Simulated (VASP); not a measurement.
# PbS (Cmcm) in VASP: further runs, part 2 of 2

VASP 6.6.1. Earlier steps stand in the parts before.

## 4. Single point, LDA

This run uses another cell than the first one, of 27.73 Å³/atom.

Input file INCAR:

```
SYSTEM = PbS
ALGO = Normal
EDIFF = 1E-6
ENCUT = 520
GGA = CA
ISIF = 2
ISMEAR = -1
LASPH = .True.
LCHARG = .False.
LREAL = .False.
LWAVE = .False.
NBANDS = 28
NELM = 100
PREC = Accurate
SIGMA = 0.05
```

Input file KPOINTS:

```
k-points
0
Gamma
  7 7 6
  0 0 0
```

Input file POSCAR:

```
PbS
1.0
    2.1073236324     -6.0701387599      0.0000000000
    2.1073236324      6.0701387599      0.0000000000
    0.0000000000      0.0000000000      4.3356342523
Pb S
2 2
Direct
    0.1305633500      0.8694366500      0.2500000000
    0.8694366500      0.1305633500      0.7500000000
    0.3547970900      0.6452029100      0.2500000000
    0.6452029100      0.3547970900      0.7500000000
```

Run with:

```sh
$ cat potpaw_LDA.64/Pb_d/POTCAR potpaw_LDA.64/S/POTCAR > POTCAR
$ mpirun -np 1 vasp_std > vasp.out
```

Run time: 80 s. Hardware: 1 thread of Intel Xeon 6975P-C (Granite Rapids), shared host; peak memory 0.32 GiB.

It converged, with:

```yaml
Free_energy: -19.6622 eV
Pressure: -5.2 GPa
Largest_force: 0.321 eV/Å
Band_gap_on_the_k_mesh: 1.17 eV (least direct gap 1.27 eV)
```

Forces on the atoms (eV/Å):
```
Pb   0.000 -0.321  0.000
Pb   0.000  0.321  0.000
S    0.000  0.188  0.000
S    0.000 -0.188  0.000
```

Stress tensor (GPa, compression positive):
```
-5.28  0.00  0.00
 0.00 -4.73  0.00
 0.00  0.00 -5.52
```

Levels at points of the mesh, in eV from the valence-band top:
```
           k point  band 16  band 17  band 18  band 19  band 20  band 21  band 22  band 23  band 24  band 25
(0.00, 0.00, 0.00)    -2.67    -2.12    -1.42    -1.25    -0.34     4.54     4.75     4.77     5.39     5.60
(0.00, 0.00, 0.50)    -2.49    -0.90    -0.90    -0.04    -0.04     1.79     1.79     2.76     2.76     4.86
```

Caveat: the cell stands under tension; spin-orbit coupling is left out, which moves the levels of the heavy elements; an odd mesh through Γ misses points on the zone boundary, where band edges can lie.

## 5. Single point, PBEsol (25.06 Å³/atom)

This run uses another cell than the first one, of 25.06 Å³/atom.

Input file INCAR:

```
SYSTEM = PbS
PREC = Accurate
ENCUT = 520
EDIFF = 1E-6
ISMEAR = -1
SIGMA = 0.05
LREAL = .FALSE.
LASPH = .TRUE.
NELM = 100
ALGO = Normal
ISIF = 2
LWAVE = .FALSE.
LCHARG = .TRUE.
GGA = PS
LELF = .TRUE.
LVHAR = .TRUE.
NBANDS = 28
```

Input file KPOINTS:

```
regular mesh
0
G
  7 7 6
  0 0 0
```

Input file POSCAR:

```
PbS
1.0
    2.0374927668     -5.8689911821      0.0000000000
    2.0374927668      5.8689911821      0.0000000000
    0.0000000000      0.0000000000      4.1919633476
Pb S
2 2
Direct
    0.1305633500      0.8694366500      0.2500000000
    0.8694366500      0.1305633500      0.7500000000
    0.3547970900      0.6452029100      0.2500000000
    0.6452029100      0.3547970900      0.7500000000
```

Potentials or basis: VASP PAW PBE potentials, release 64 (Pb_d, S).

Run with:

```sh
$ cat potpaw_PBE.64/Pb_d/POTCAR potpaw_PBE.64/S/POTCAR > POTCAR
$ mpirun -np 1 vasp_std > vasp.out
```

OUTCAR:

```text
SYSTEM = PbS
   PREC = Accurate
   ENCUT = 520
   EDIFF = 1E-6
   ISMEAR = -1
   LREAL = .FALSE.
   LASPH = .TRUE.
   NELM = 100
   ISIF = 2
   GGA = PS

 ion  position               nearest neighbor table
   1  0.131  0.869  0.250-   3 2.63   4 2.93   4 2.93   4 2.93   4 2.93   2 3.71   2 3.71   2 4.05
                             2 4.05   2 4.05   2 4.05
   2  0.869  0.131  0.750-   4 2.63   3 2.93   3 2.93   3 2.93   3 2.93   1 3.71   1 3.71   1 4.05
                             1 4.05   1 4.05   1 4.05
   3  0.355  0.645  0.250-   1 2.63   2 2.93   2 2.93   2 2.93   2 2.93
   4  0.645  0.355  0.750-   2 2.63   1 2.93   1 2.93   1 2.93   1 2.93

  LATTYP: Found a base centered orthorhombic cell.
 ALAT       =     4.0749855336
 B/A-ratio  =     2.8804966956
 C/A-ratio  =     1.0287063139

  Lattice vectors:

 A1 = (   2.0374927668,  -5.8689911821,   0.0000000000)
 A2 = (   2.0374927668,   5.8689911821,   0.0000000000)
 A3 = (   0.0000000000,   0.0000000000,   4.1919633476)

Analysis of symmetry for initial positions (statically):
=====================================================================
 Subroutine PRICEL returns:
 Original cell was already a primitive cell.

[... 178 lines left out ...]
 cond. band min:       6.5403122307   @ k =   0.4286   0.4286   0.0000
 fundamental gap:      1.0162342416
 Fermi energy:         6.0561722435

 k-point     1 :       0.0000    0.0000    0.0000
  band No.  band energies     occupation
      1     -10.8934      2.00000
      2     -10.7427      2.00000
      3     -10.7277      2.00000
      4     -10.7273      2.00000
      5     -10.6866      2.00000
      6     -10.6806      2.00000
[... 733 lines left out ...]
     27      12.9975      0.00000
     28      13.7514      0.00000

 [... further k-points ...]

------------------------ aborting loop because EDIFF is reached ----------------------------------------

  FORCE on cell =-STRESS in cart. coord.  units (eV):
  Direction    XX          YY          ZZ          XY          YZ          ZX
  --------------------------------------------------------------------------------------
  -------------------------------------------------------------------------------------
  Total        1.0034099      1.2068433      0.8755657      0.0000000      0.0000000      0.0000000
  in kB       16.0354802     19.2865467     13.9924038      0.0000000      0.0000000      0.0000000
  external PRESSURE =      16.4381436 kB  Pullay stress =       0.0000000 kB

 VOLUME and BASIS-vectors are now :
 -----------------------------------------------------------------------------
  energy-cutoff  :      520.00
  volume of cell :      100.26
      direct lattice vectors                 reciprocal lattice vectors
     2.037492767 -5.868991182  0.000000000     0.245399644 -0.085193517  0.000000000
     2.037492767  5.868991182  0.000000000     0.245399644  0.085193517  0.000000000
     0.000000000  0.000000000  4.191963348     0.000000000  0.000000000  0.238551704

 POSITION                                       TOTAL-FORCE (eV/Angst)
 -----------------------------------------------------------------------------------
      2.03749      4.33644      1.04799         0.000000      0.367555      0.000000
      2.03749     -4.33644      3.14397         0.000000     -0.367555     -0.000000
      2.03749      1.70439      1.04799         0.000000     -0.271198      0.000000
      2.03749     -1.70439      3.14397         0.000000      0.271198      0.000000
 -----------------------------------------------------------------------------------
    total drift:                               -0.000000     -0.000000      0.000000

  FREE ENERGIE OF THE ION-ELECTRON SYSTEM (eV)
  ---------------------------------------------------
  free  energy   TOTEN  =       -18.7537697056 eV

  energy  without entropy=      -18.7537686502  energy(sigma->0) =      -18.75376918
```

stdout:

```text
POSCAR found type information on POSCAR PbS
 POSCAR found :  2 types and       4 ions
 scaLAPACK will be used
 -----------------------------------------------------------------------------
|                                                                             |
|                                                                             |
|     You enforced a specific xc type in the INCAR file but a different       |
|     I HOPE YOU KNOW WHAT YOU ARE DOING!                                     |
|                                                                             |
 -----------------------------------------------------------------------------

 LDA part: xc-table for (Slater+PW92), standard interpolation
 POSCAR, INCAR and KPOINTS ok, starting setup
 FFT: planning ... GRIDC
 FFT: planning ... GRID_SOFT
 FFT: planning ... GRID
 WAVECAR not read
 entering main loop
```

Wall time 3.5 min (1 thread of Intel Xeon 8259CL, shared host); peak memory 0.35 GiB.

Results:

```
Free energy            : -18.7538 eV
Pressure               : 1.6 GPa
Largest force          : 0.368 eV/Å
Band gap on the k mesh : 1.02 eV (least direct gap 1.31 eV)
```

Forces in eV/Å, atoms in the order of the input:
```
Pb   0.000  0.368  0.000
Pb   0.000 -0.368  0.000
S    0.000 -0.271  0.000
S    0.000  0.271  0.000
```

Stress tensor (GPa, compression positive):
```
1.60 0.00 0.00
0.00 1.93 0.00
0.00 0.00 1.40
```

Caveat: the PAW data sets were made with another functional, which shifts forces and pressure a little; spin-orbit coupling is left out, which moves the levels of the heavy elements; an odd mesh through Γ misses points on the zone boundary, where band edges can lie.

## 6. The runs side by side

```csv
level,potentials or basis,cell,gap on the mesh (eV),pressure (GPa),largest force (eV/Å)
LDA,"VASP PAW LDA potentials, release 64 (Pb_d, S)","a = 6.342, b = 6.342, c = 4.279 Å, angles 90.0, 90.0, 141.7°, 4 atoms",1.10,-3.5,0.10
LDA,"VASP PAW LDA potentials, release 64 (Pb_d, S)","a = 6.384, b = 6.384, c = 4.308 Å, angles 90.0, 90.0, 141.7°, 4 atoms",1.14,-4.4,0.21
LDA,"VASP PAW LDA potentials, release 64 (Pb_d, S)","a = 6.426, b = 6.426, c = 4.336 Å, angles 90.0, 90.0, 141.7°, 4 atoms",1.17,-5.2,0.32
PBEsol,"VASP PAW PBE potentials, release 64 (Pb_d, S)","a = 6.213, b = 6.213, c = 4.192 Å, angles 90.0, 90.0, 141.7°, 4 atoms",1.02,1.6,0.37
```

Alike in all rows: task single point; no spin polarisation; k mesh 7 × 7 × 6; cutoff (eV) 520; smearing fermi-dirac 0.05 eV.

Caveats: spin-orbit coupling is left out, which moves the levels of the heavy elements; an odd mesh through Γ misses points on the zone boundary, where band edges can lie; the cell stands under tension (at least some runs); the PAW data sets were made with another functional, which shifts forces and pressure a little (at least some runs).

Absolute energies hang on the potentials; compare differences alone.
